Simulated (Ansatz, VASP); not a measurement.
# CdTe in VASP and in Ansatz

The input INCAR:

```
SYSTEM = CdTe
PREC = Accurate
ENCUT = 500
EDIFF = 1E-6
ISMEAR = 0
SIGMA = 0.02
LREAL = .FALSE.
LASPH = .TRUE.
NELM = 120
ALGO = Normal
ISIF = 2
LWAVE = .FALSE.
LCHARG = .FALSE.
GGA = PE
NBANDS = 16
GGA_COMPAT = .FALSE.
```

Contents of KPOINTS:

```
regular mesh
0
G
  10 10 10
  0 0 0
```

File POSCAR:

```
CdTe
1.0
    0.0000000000      3.3096311576      3.3096311576
    3.3096311576      0.0000000000      3.3096311576
    3.3096311576      3.3096311576      0.0000000000
Cd Te
1 1
Direct
    0.0000000000      0.0000000000      0.0000000000
    0.2500000000      0.2500000000      0.2500000000
```

Input for Ansatz:

```yaml
crystal:
  lattice:
    - [0.0, 3.3096311576, 3.3096311576]
    - [3.3096311576, 0.0, 3.3096311576]
    - [3.3096311576, 3.3096311576, 0.0]
  atoms:
    - { symbol: Cd, position: [0.0, 0.0, 0.0] }
    - { symbol: Te, position: [0.25, 0.25, 0.25] }
basis:
  ecutwfc: 420
kpoints:
  mp_grid: { grid: [10, 10, 10] }
  band_path:
    path:
      - [[0.0, 0.0, 0.0], [-0.5, -0.5, 0.0], [-0.375, -0.375, 0.25]]
      - [[-0.375, 0.0, 0.375], [0.0, 0.0, 0.0], [0.0, 0.0, 0.5], [-0.5, -0.25, 0.25], [-0.5, -0.5, 0.0]]
    npoints: 10
hamiltonian:
  xc: pbe
  pseudopotentials: { kind: paw }
scf:
  occupations: { method: gaussian, width: 0.02 }
  n_extra_bands: 7
output:
  forces: true
  stress: true
  eigenvalues: true
```

Alike in both runs: task single point; functional PBE; k mesh 10 × 10 × 10; occupations gaussian, width 0.02 eV; no spin polarisation.

|  | VASP | Ansatz |
| --- | --- | --- |
| version | VASP 6.6.1 | Ansatz 0.2.0 |
| potentials or method | VASP PAW PBE potentials, release 64 (Cd, Te), cutoff 500 eV | scalar-relativistic, plane waves, PAW |
| valence electrons in the cell | 18 | 36 |

|  | VASP | Ansatz | Ansatz less VASP |
| --- | --- | --- | --- |
| gap on the k mesh at the Fermi level (eV) | 0.58 | 0.58 | +0.003 |
| least direct gap on the mesh (eV) | 0.58 | 0.58 | +0.003 |
| pressure (GPa) | 0.1 | 0.0 | -0.11 |

With one functional, cell and mesh, what is left measures potentials, basis and numerics. VASP's potentials hold 18 valence electrons a cell and Ansatz's 36, so a difference there can come from the potentials and not from the codes.

Spin-orbit coupling is off throughout.
